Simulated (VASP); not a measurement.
# Al (P6_3/mmc) in VASP: notebook

The runs below take Al through single point, with PBEsol+D3(BJ), PBEsol.

Program: VASP 6.6.1. These are calculated values, not measurements. Logs are shortened: lines on timing, memory, paths and dates and some standing lists are left out, and cuts for length are marked.

## Step 1: The cell of the first run

It takes space group P6_3/mmc (No. 194, hexagonal). Conventional cell: a = 2.802 Å, b = 2.802 Å, c = 4.632 Å, α = 90.00°, β = 90.00°, γ = 120.00°. Al (site symmetry -6m2) has 12 Al at 2.80 to 2.83 Å within 3.7 Å.

## Step 2: Single point, PBEsol+D3(BJ)

INCAR reads:

```
SYSTEM = Al
PREC = Accurate ; ENCUT = 520
EDIFF = 1E-6 ; ISMEAR = -1
SIGMA = 0.05 ; LREAL = .FALSE.
LASPH = .TRUE. ; NELM = 60
ALGO = Normal ; ISIF = 2
LWAVE = .FALSE. ; LCHARG = .FALSE.
GGA = PS ; IVDW = 12
NBANDS = 10
```

KPOINTS reads:

```
Automatic mesh
0
G
  11 11 6
  0 0 0
```

POSCAR reads:

```
Al
1.0
    2.8023602227      0.0000000000      0.0000000000
   -1.4011801113      2.4269151434      0.0000000000
    0.0000000000      0.0000000000      4.6324116607
Al
2
Direct
    0.3333333333      0.6666666667      0.2500000000
    0.6666666667      0.3333333333      0.7500000000
```

Potentials or basis: VASP PAW PBE potentials, release 64 (Al).

The run is started by

```bash
cat potpaw_PBE.64/Al/POTCAR > POTCAR
mpirun -np 1 vasp_std > vasp.out
```

OUTCAR:

```text
SYSTEM = Al
   PREC = Accurate
   ENCUT = 520
   EDIFF = 1E-6
   ISMEAR = -1
   LREAL = .FALSE.
   LASPH = .TRUE.
   NELM = 60
   ISIF = 2
   GGA = PS
   IVDW = 12
 IVDW          = 12

 ion  position               nearest neighbor table
   1  0.333  0.667  0.250-   2 2.83   2 2.83   2 2.83   2 2.83   2 2.83   2 2.83
   2  0.667  0.333  0.750-   1 2.83   1 2.83   1 2.83   1 2.83   1 2.83   1 2.83

  LATTYP: Found a hexagonal cell.
 ALAT       =     2.8023602227
 C/A-ratio  =     1.6530393285

  Lattice vectors:

 A1 = (   2.8023602227,   0.0000000000,   0.0000000000)
 A2 = (  -1.4011801113,   2.4269151434,   0.0000000000)
 A3 = (   0.0000000000,   0.0000000000,   4.6324116607)

Analysis of symmetry for initial positions (statically):
=====================================================================
 Subroutine PRICEL returns:
 Original cell was already a primitive cell.

 Routine SETGRP: Setting up the symmetry group for a
 hexagonal supercell.

 Subroutine GETGRP returns: Found 24 space group operations
 (whereof 12 operations were pure point group operations)
 out of a pool of 24 trial point group operations.

The static configuration has the point symmetry D_3d.
 The point group associated with its full space group is D_6h.

Analysis of symmetry for dynamics (positions and initial velocities):
=====================================================================
 Subroutine PRICEL returns:
 Original cell was already a primitive cell.

 Routine SETGRP: Setting up the symmetry group for a
 hexagonal supercell.

 Subroutine GETGRP returns: Found 24 space group operations
 (whereof 12 operations were pure point group operations)
 out of a pool of 24 trial point group operations.

The dynamic configuration has the point symmetry D_3d.
 The point group associated with its full space group is D_6h.

 Subroutine INISYM returns: Found 24 space group operations
 (whereof 12 operations are pure point group operations),
 and found     1 'primitive' translations

----------------------------------------------------------------------------------------

                                     Primitive cell

  volume of cell :      31.5055

  direct lattice vectors                    reciprocal lattice vectors
     2.802360223  0.000000000  0.000000000     0.356842062  0.206022860  0.000000000
    -1.401180111  2.426915143  0.000000000     0.000000000  0.412045721  0.000000000
     0.000000000  0.000000000  4.632411661     0.000000000  0.000000000  0.215870280

  length of vectors
     2.802360223  2.802360223  4.632411661     0.412045721  0.412045721  0.215870280

  position of ions in fractional coordinates (direct lattice)
     0.333333333  0.666666667  0.250000000
     0.666666667  0.333333333  0.750000000

  ion indices of the primitive-cell ions
   primitive index   ion index
                 1           1
                 2           2

----------------------------------------------------------------------------------------

 KPOINTS: Automatic mesh

Automatic generation of k-mesh.
 Grid dimensions read from file:
 generate k-points for:   11   11    6

 Generating k-lattice:

  Cartesian coordinates                     Fractional coordinates (reciprocal lattice)
     0.032440187  0.018729351  0.000000000     0.090909091  0.000000000  0.000000000
     0.000000000  0.037458702  0.000000000     0.000000000  0.090909091  0.000000000
     0.000000000  0.000000000  0.035978380     0.000000000  0.000000000  0.166666667

  Length of vectors
     0.037458702  0.037458702  0.035978380

  Shift w.r.t. Gamma in fractional coordinates (k-lattice)
     0.000000000  0.000000000  0.000000000

 Subroutine IBZKPT returns following result:
 ===========================================

 Found     64 irreducible k-points:

 Following reciprocal coordinates:
            Coordinates               Weight
  0.000000  0.000000  0.000000      1.000000
  0.090909 -0.000000  0.000000      6.000000
  0.181818  0.000000  0.000000      6.000000
  0.272727  0.000000  0.000000      6.000000
  0.363636  0.000000  0.000000      6.000000
  0.454545  0.000000  0.000000      6.000000
[... 16 lines left out ...]
  0.090909  0.090909  0.166667     12.000000
  0.181818  0.090909  0.166667     24.000000
 [... further k-points ...]
   k-points           NKPTS =     64   k-points in BZ     NKDIM =     64   number of bands    NBANDS=     10
   number of dos      NEDOS =    301   number of ions     NIONS =      2
   total plane-waves  NPLWV =  20736
   dimension x,y,z NGX =    24 NGY =   24 NGZ =   36
   dimension x,y,z NGXF=    48 NGYF=   48 NGZF=   72
   ions per type =               2
   NGX,Y,Z   is equivalent  to a cutoff of  14.24, 14.24, 12.92 a.u.
   NGXF,Y,Z  is equivalent  to a cutoff of  28.48, 28.48, 25.84 a.u.
 SYSTEM =  Al
   PREC   = accura    normal or accurate (medium, high low for compatibility)
   ISTART =      0    job   : 0-new  1-cont  2-samecut
   ICHARG =      2    charge: 1-file 2-atom 10-const
   ISPIN  =      1    spin polarized calculation?
   LNONCOLLINEAR =      F non collinear calculations
   LSORBIT =      F    spin-orbit coupling
   LASPH  =      T    aspherical Exc in radial PAW
   ENCUT  =  520.0 eV  38.22 Ry    6.18 a.u.   5.21  5.21  8.61*2*pi/ulx,y,z
   NELM   =     60;   NELMIN=  2; NELMDL= -5     # of ELM steps
   EDIFF  = 0.1E-05   stopping-criterion for ELM
   LREAL  =      F    real-space projection
   EDIFFG = 0.1E-04   stopping-criterion for IOM
   NSW    =      0    number of steps for IOM
   IBRION =     -1    ionic relax: 0-MD 1-quasi-New 2-CG
   NFREE  =      0    steps in history (QN), initial steepest desc. (CG)
   ISIF   =      2    stress and relaxation
   ISYM   =      2    0-nonsym 1-usesym 2-fastsym
   POTIM  = 0.5000    time-step for ionic-motion
   TEBEG  =    0.0;   TEEND  =   0.0 temperature during run
   PSTRESS=    0.0 pullay stress
   NELECT =       6.0000    total number of electrons
   NUPDOWN=      -1.0000    fix difference up-down
   EMIN   =  10.00;   EMAX   =-10.00  energy-range for DOS
[... 5 lines left out ...]
     AMIX     =   0.40;   BMIX     =  1.00
     AMIX_MAG =   1.60;   BMIX_MAG =  1.00
  volume/ion in A,a.u.               =      15.75       106.30
  Fermi-wavevector in a.u.,A,eV,Ry     =   0.941882  1.779900 12.070306  0.887142
  Thomas-Fermi vector in A             =   2.069437
   LORBIT       =      0    0 simple, 1 ext, 2 COOP (PROOUT), +10 PAW based schemes
   GGA     = PS    functional components
   LHFCALC =     F    Hartree Fock is set to
   AEXX    =    0.0000 exact exchange contribution
   IVDW    =    12    specifies the selected vdW correction
   LEPSILON=     F    determine dielectric tensor
   LRPA    =     F    only Hartree local field effects (RPA)
 non-spin polarized calculation
  energy-cutoff  :      520.00
  volume of cell :       31.51
 maximum number of plane-waves:       861
 NGX is ok and might be reduce to    24
   NGX = 11   NGY = 11   NGZ = 17

 number of electron       6.0000000 magnetization

 Free energy of the ion-electron system (eV)
  ---------------------------------------------------
  ext. energy  EPLUGINS =         0.00000000
  ---------------------------------------------------
  free energy    TOTEN  =        -8.13481702 eV

  energy without entropy =       -8.12998529  energy(sigma->0) =       -8.13240116

 E-fermi :   8.4572     XC(G=0): -10.4280

 val. band max:        8.3535969939   @ k =   0.4545   0.0000   0.0000
 cond. band min:       8.4589067424   @ k =   0.3636   0.0000   0.5000
 fundamental gap:      0.1053097485
 Fermi energy:         8.4571673622

 k-point     1 :       0.0000    0.0000    0.0000
  band No.  band energies     occupation
      1      -3.0152      2.00000
      2       3.5952      2.00000
      3       3.8462      2.00000
      4      19.5889      0.00000
      5      19.5889      0.00000
      6      19.8194      0.00000
      7      19.8194      0.00000
      8      20.6011      0.00000
      9      22.9421      0.00000
     10      23.0841      0.00000

 k-point     2 :       0.0909   -0.0000    0.0000
  band No.  band energies     occupation
      1      -2.8078      2.00000
      2       3.7872      2.00000
      3       4.0479      2.00000
      4      16.5379      0.00000
      5      17.9419      0.00000
      6      19.1932      0.00000
      7      21.4704      0.00000
      8      21.7855      0.00000
      9      22.3336      0.00000
     10      22.8809      0.00000

 k-point     3 :       0.1818    0.0000    0.0000
  band No.  band energies     occupation
      1      -2.1875      2.00000
      2       4.3633      2.00000
      3       4.6456      2.00000
      4      13.0792      0.00000
      5      16.5384      0.00000
      6      17.6152      0.00000
      7      19.1231      0.00000
      8      19.6220      0.00000
      9      22.1659      0.00000
     10      22.5569      0.00000

 k-point     4 :       0.2727    0.0000    0.0000
  band No.  band energies     occupation
      1      -1.1603      2.00000
      2       5.3233      2.00000
      3       5.6022      2.00000
      4       9.8984      0.00000
      5      15.4883      0.00000
      6      15.5907      0.00000
      7      15.9449      0.00000
      8      17.7489      0.00000
      9      21.2793      0.00000
     10      21.4152      0.00000
[... 222 lines left out ...]
 k-point    22 :       0.4545    0.0000    0.1667
  band No.  band energies     occupation
      1       2.2529      2.00000
      2       4.3879      2.00000
      3       6.7153      2.00000
      4       8.7570      0.00497
      5      11.0182      0.00000
      6      12.9617      0.00000
      7      14.6030      0.00000
      8      16.4305      0.00000
      9      18.5062      0.00000
     10      20.5823      0.00000

 k-point    23 :       0.0909    0.0909    0.1667
  band No.  band energies     occupation
      1      -2.2034      2.00000
      2       2.2905      2.00000
      3       6.6588      2.00000
      4      14.9686      0.00000
      5      15.1484      0.00000
      6      18.6849      0.00000
      7      19.2306      0.00000
      8      19.3726      0.00000
      9      21.4995      0.00000
     10      21.6760      0.00000

 k-point    24 :       0.1818    0.0909    0.1667
  band No.  band energies     occupation
      1      -1.3808      2.00000
      2       3.0829      2.00000
      3       7.4029      2.00000
      4      11.7492      0.00000
      5      13.7287      0.00000
      6      15.9630      0.00000
      7      17.8540      0.00000
      8      19.4848      0.00000
      9      19.7873      0.00000
     10      21.3701      0.00000

 [... further k-points ...]

------------------------ aborting loop because EDIFF is reached ----------------------------------------

 Edisp (eV)   -0.66565

 E8    (eV) :    -0.4483

  FORCE on cell =-STRESS in cart. coord.  units (eV):
  Direction    XX          YY          ZZ          XY          YZ          ZX
  --------------------------------------------------------------------------------------
  -------------------------------------------------------------------------------------
  Total      -0.06357    -0.06357    -0.06504    -0.00000     0.00000     0.00000
  in kB      -3.23290    -3.23290    -3.30744    -0.00000     0.00000     0.00000
  external pressure =       -3.26 kB  Pullay stress =        0.00 kB

 VOLUME and BASIS-vectors are now :
 -----------------------------------------------------------------------------
  energy-cutoff  :      520.00
  volume of cell :       31.51
      direct lattice vectors                 reciprocal lattice vectors
     2.802360223  0.000000000  0.000000000     0.356842062  0.206022860  0.000000000
    -1.401180111  2.426915143  0.000000000     0.000000000  0.412045721  0.000000000
     0.000000000  0.000000000  4.632411661     0.000000000  0.000000000  0.215870280

 POSITION                                       TOTAL-FORCE (eV/Angst)
 -----------------------------------------------------------------------------------
     -0.00000      1.61794      1.15810        -0.000000     -0.000000      0.000000
      1.40118      0.80897      3.47431         0.000000      0.000000      0.000000
 -----------------------------------------------------------------------------------
    total drift:                                0.000000     -0.000000      0.000000

  FREE ENERGIE OF THE ION-ELECTRON SYSTEM (eV)
  ---------------------------------------------------
  free  energy   TOTEN  =        -8.8004675393 eV

  energy  without entropy=       -8.7956358173  energy(sigma->0) =       -8.79805168
```

Run time: 5 s. Hardware: 1 thread of Intel Xeon 6975P-C (Granite Rapids), shared host; peak memory 0.16 GiB.

Results:

```yaml
Free_energy: -8.8005 eV
Pressure: -0.3 GPa
Band_gap_on_the_k_mesh: zero (band 3 reaches 12.46 eV, above the bottom of band 4 at 5.34 eV)
Dispersion_energy_per_atom: -0.333 eV
```

Levels at points of the mesh, in eV from the Fermi level:
```tsv
k point	band 1	band 2	band 3	band 4	band 5	band 6	band 7
(0.00, 0.00, 0.00)	-11.47	-4.86	-4.61	11.13	11.13	11.36	11.36
(0.00, 0.00, 0.50)	-9.76	-9.76	3.28	3.28	12.23	12.23	12.23
```

Caveat: three body term missing; the PAW data sets were made with another functional, which shifts forces and pressure a little; pairwise dispersion overbinds metals, which lowers pressure and volume.

## Step 3: Single point, PBEsol

This run uses another cell than the first one, of 15.44 Å³/atom, 0.980 times its volume.

INCAR reads:

```
SYSTEM = Al
ALGO = Fast
EDIFF = 1E-6
ENCUT = 520
GGA = PS
ISIF = 2
ISMEAR = -1
LASPH = .True.
LCHARG = .False.
LREAL = .False.
LWAVE = .False.
NBANDS = 10
NELM = 80
PREC = Accurate
SIGMA = 0.05
```

KPOINTS reads:

```
k-points
0
Gamma
  11 11 6
  0 0 0
```

POSCAR reads:

```
Al
1.0
    2.7837149579      0.0000000000      0.0000000000
   -1.3918574789      2.4107678704      0.0000000000
    0.0000000000      0.0000000000      4.6010956580
Al
2
Direct
    0.3333333333      0.6666666667      0.2500000000
    0.6666666667      0.3333333333      0.7500000000
```

Potentials or basis: VASP PAW PBE potentials, release 64 (Al).

The run is started by

```bash
cat potpaw_PBE.64/Al/POTCAR > POTCAR
mpirun -np 1 vasp_std > vasp.out
```

Run time: 6.3 s. Hardware: 1 thread of Intel Xeon 6975P-C (Granite Rapids), shared host; peak memory 0.15 GiB.

The run converged. Its results:

| Property | Result |
| --- | --- |
| Free energy | -8.1188 eV |
| Pressure | 5.1 GPa |
| Band gap on the k mesh | zero (band 3 reaches 12.71 eV, above the bottom of band 4 at 5.54 eV) |

Levels at points of the mesh, in eV from the Fermi level:
```
           k point  band 1  band 2  band 3  band 4  band 5  band 6  band 7
(0.00, 0.00, 0.00)  -11.62   -4.95   -4.65   11.30   11.30   11.47   11.47
(0.00, 0.00, 0.50)   -9.89   -9.89    3.32    3.32   12.35   12.35   12.35
```

Caveat: the PAW data sets were made with another functional, which shifts forces and pressure a little.

[end of part 1 of 2]
